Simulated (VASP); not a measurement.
# Sb (Fd-3m) in VASP: a series of runs

The runs below take Sb through single point, with PBE.

Program: VASP 6.6.1. These are calculated values, not measurements. Logs are shortened: lines on timing, memory, paths and dates and some standing lists are left out, and cuts for length are marked.

## (1) The cell of the first run

The structure is cubic, space group Fd-3m (No. 227). The conventional cell has a = 6.542 Å, b = 6.542 Å, c = 6.542 Å, α = 90.00°, β = 90.00°, γ = 90.00°. Within 3.7 Å of Sb (site symmetry -43m) lie 4 Sb at 2.83 Å.

## (2) Single point, PBE

INCAR reads:

```
SYSTEM = Sb
  PREC = Accurate
  ENCUT = 520
  EDIFF = 1E-6
  ISMEAR = -1
  SIGMA = 0.05
  LREAL = .FALSE.
  LASPH = .TRUE.
  NELM = 60
  ALGO = Normal
  ISIF = 2
  LWAVE = .FALSE.
  LCHARG = .FALSE.
  GGA = PE
  NBANDS = 12
```

KPOINTS reads:

```
regular mesh
0
G
  8 8 8
  0 0 0
```

POSCAR reads:

```
Sb
1.0
    0.0000000000      3.2710663102      3.2710663102
    3.2710663102      0.0000000000      3.2710663102
    3.2710663102      3.2710663102      0.0000000000
Sb
2
Direct
   -0.1250000000     -0.1250000000     -0.1250000000
    0.1250000000      0.1250000000      0.1250000000
```

Potentials or basis: VASP PAW PBE potentials, release 64 (Sb).

The run is started by

```sh
$ cat potpaw_PBE.64/Sb/POTCAR > POTCAR
$ mpirun -np 1 vasp_std > vasp.out
```

OUTCAR:

```text
SYSTEM = Sb
   PREC = Accurate
   ENCUT = 520
   EDIFF = 1E-6
   ISMEAR = -1
   LREAL = .FALSE.
   LASPH = .TRUE.
   NELM = 60
   ISIF = 2
   GGA = PE

 ion  position               nearest neighbor table
   1  0.875  0.875  0.875-   2 2.83   2 2.83   2 2.83   2 2.83
   2  0.125  0.125  0.125-   1 2.83   1 2.83   1 2.83   1 2.83

  LATTYP: Found a face centered cubic cell.
 ALAT       =     6.5421326204

  Lattice vectors:

 A1 = (   0.0000000000,   3.2710663102,   3.2710663102)
 A2 = (   3.2710663102,   0.0000000000,   3.2710663102)
 A3 = (   3.2710663102,   3.2710663102,   0.0000000000)

Analysis of symmetry for initial positions (statically):
=====================================================================
 Subroutine PRICEL returns:
 Original cell was already a primitive cell.

 Routine SETGRP: Setting up the symmetry group for a
 face centered cubic supercell.

 Subroutine GETGRP returns: Found 48 space group operations
 (whereof 12 operations were pure point group operations)
 out of a pool of 48 trial point group operations.

The static configuration has the point symmetry D_3d.
 The point group associated with its full space group is O_h .

Analysis of symmetry for dynamics (positions and initial velocities):
=====================================================================
 Subroutine PRICEL returns:
 Original cell was already a primitive cell.

 Routine SETGRP: Setting up the symmetry group for a
 face centered cubic supercell.

 Subroutine GETGRP returns: Found 48 space group operations
 (whereof 12 operations were pure point group operations)
 out of a pool of 48 trial point group operations.

The dynamic configuration has the point symmetry D_3d.
 The point group associated with its full space group is O_h .

 Subroutine INISYM returns: Found 48 space group operations
 (whereof 12 operations are pure point group operations),
 and found     1 'primitive' translations

----------------------------------------------------------------------------------------

                                     Primitive cell

  volume of cell :      70.0000

  direct lattice vectors                    reciprocal lattice vectors
     0.000000000  3.271066310  3.271066310    -0.152855354  0.152855354  0.152855354
     3.271066310  0.000000000  3.271066310     0.152855354 -0.152855354  0.152855354
     3.271066310  3.271066310  0.000000000     0.152855354  0.152855354 -0.152855354

  length of vectors
[... 92 lines left out ...]
   PSTRESS=    0.0 pullay stress
   NELECT =      10.0000    total number of electrons
   NUPDOWN=      -1.0000    fix difference up-down
   EMIN   =  10.00;   EMAX   =-10.00  energy-range for DOS
   EFERMI =   0.00;   METHOD = LEGACY
   ISMEAR =    -1;   SIGMA  =   0.05  broadening in eV -4-tet -1-fermi 0-gaus
   EFERMI_NEDOS =   21; number of points for ismear=-14 and -15
   IALGO  =     38    algorithm
   IMIX   =      4    mixing-type and parameters
     AMIX     =   0.40;   BMIX     =  1.00
     AMIX_MAG =   1.60;   BMIX_MAG =  1.00
  volume/ion in A,a.u.               =      35.00       236.19
  Fermi-wavevector in a.u.,A,eV,Ry     =   0.855806  1.617239  9.964967  0.732404
  Thomas-Fermi vector in A             =   1.972612
   LORBIT       =      0    0 simple, 1 ext, 2 COOP (PROOUT), +10 PAW based schemes
   GGA     = PE    functional components
   LHFCALC =     F    Hartree Fock is set to
   AEXX    =    0.0000 exact exchange contribution
   IVDW    =     0    specifies the selected vdW correction
   LEPSILON=     F    determine dielectric tensor
   LRPA    =     F    only Hartree local field effects (RPA)
 non-spin polarized calculation
  energy-cutoff  :      520.00
  volume of cell :       70.00
 maximum number of plane-waves:      1902
 NGX is ok and might be reduce to    36
   NGX = 17   NGY = 17   NGZ = 17

 number of electron      10.0000000 magnetization

 number of electron       9.9999999 magnetization

 Free energy of the ion-electron system (eV)
  ---------------------------------------------------
  ext. energy  EPLUGINS =         0.00000000
  ---------------------------------------------------
  free energy    TOTEN  =        -7.24906159 eV

  energy without entropy =       -7.22510012  energy(sigma->0) =       -7.23708085

 E-fermi :   5.8662     XC(G=0):  -8.6919

 val. band max:        5.8190199443   @ k =   0.5000   0.3750   0.0000
 cond. band min:       5.8773057073   @ k =  -0.3750   0.3750   0.1250
 fundamental gap:      0.0582857630
 Fermi energy:         5.8661769769

 k-point     1 :       0.0000    0.0000    0.0000
  band No.  band energies     occupation
      1      -6.8881      2.00000
      2       1.4298      2.00000
      3       3.7166      2.00000
      4       3.7166      2.00000
      5       3.7166      2.00000
      6       6.2035      0.00235
      7       6.2035      0.00235
      8       6.2035      0.00235
      9       9.7225      0.00000
     10      12.2522      0.00000
     11      12.2522      0.00000
     12      13.3615      0.00000
[... 331 lines left out ...]
 k-point    24 :      -0.3750    0.2500    0.1250
  band No.  band energies     occupation
      1      -5.1488      2.00000
      2      -3.0644      2.00000
      3       1.2660      2.00000
      4       2.2108      2.00000
      5       5.3962      1.99983
      6       7.1833      0.00000
      7       8.5297      0.00000
      8       9.3494      0.00000
      9      10.8967      0.00000
     10      13.2092      0.00000
     11      13.2426      0.00000
     12      13.4276      0.00000

 [... further k-points ...]

------------------------ aborting loop because EDIFF is reached ----------------------------------------

  FORCE on cell =-STRESS in cart. coord.  units (eV):
  Direction    XX          YY          ZZ          XY          YZ          ZX
  --------------------------------------------------------------------------------------
  -------------------------------------------------------------------------------------
  Total        4.1285772      4.1285772      4.1285772      0.0000000      0.0000000      0.0000000
  in kB       94.4958966     94.4958966     94.4958966      0.0000000      0.0000000      0.0000000
  external PRESSURE =      94.4958966 kB  Pullay stress =       0.0000000 kB

 VOLUME and BASIS-vectors are now :
 -----------------------------------------------------------------------------
  energy-cutoff  :      520.00
  volume of cell :       70.00
      direct lattice vectors                 reciprocal lattice vectors
     0.000000000  3.271066310  3.271066310    -0.152855354  0.152855354  0.152855354
     3.271066310  0.000000000  3.271066310     0.152855354 -0.152855354  0.152855354
     3.271066310  3.271066310  0.000000000     0.152855354  0.152855354 -0.152855354

 POSITION                                       TOTAL-FORCE (eV/Angst)
 -----------------------------------------------------------------------------------
      5.72437      5.72437      5.72437        -0.000000      0.000000     -0.000000
      0.81777      0.81777      0.81777         0.000000     -0.000000      0.000000
 -----------------------------------------------------------------------------------
    total drift:                               -0.000000      0.000000      0.000000

  FREE ENERGIE OF THE ION-ELECTRON SYSTEM (eV)
  ---------------------------------------------------
  free  energy   TOTEN  =        -7.2490615877 eV

  energy  without entropy=       -7.2251001219  energy(sigma->0) =       -7.23708085
```

Run time: 13 s. Hardware: 1 thread of Intel Xeon 6975P-C, shared host; peak memory 0.2 GiB.

What came out:

```yaml
Free_energy: -7.2491 eV
Pressure: 9.4 GPa
Band_gap_on_the_k_mesh: zero (band 5 reaches 6.97 eV, above the bottom of band 6 at 5.10 eV)
```

Caveat: spin-orbit coupling is left out, which moves the levels of the heavy elements.

## (3) Single point, PBE

INCAR reads:

```
PREC = Accurate
ENCUT = 520
EDIFF = 1E-7
ISMEAR = -1
SIGMA = 0.05
LREAL = F
LASPH = T
NELM = 100
ALGO = Normal
ISIF = 2
LWAVE = F
LCHARG = F
GGA = PE
NBANDS = 12
```

KPOINTS reads:

```
Automatic mesh
0
Gamma
  8 8 8
```

POSCAR is that of step 2.

Potentials or basis: VASP PAW PBE potentials, release 64 (Sb).

The run is started by

```sh
$ cat potpaw_PBE.64/Sb/POTCAR > POTCAR
$ mpirun -np 1 vasp_std > vasp.out
```

Wall time 16 s (1 thread of Intel Xeon 6975P-C, shared host); peak memory 0.2 GiB.

It converged, with:

| Property | Result |
| --- | --- |
| Free energy | -7.2491 eV |
| Pressure | 9.4 GPa |
| Band gap on the k mesh | zero (band 5 reaches 6.97 eV, above the bottom of band 6 at 5.10 eV) |

Levels at points of the mesh, in eV from the Fermi level:
```
           k point  band 2  band 3  band 4  band 5  band 6  band 7  band 8  band 9
(0.00, 0.00, 0.00)   -4.44   -2.15   -2.15   -2.15    0.34    0.34    0.34    3.86
(0.50, 0.00, 0.00)   -8.60   -3.13   -3.13   -2.36    1.50    1.50    4.57    6.10
(0.50, 0.50, 0.00)  -10.03   -4.21   -4.21   -0.77   -0.77    5.07    5.07    6.92
```

Caveat: spin-orbit coupling is left out, which moves the levels of the heavy elements.
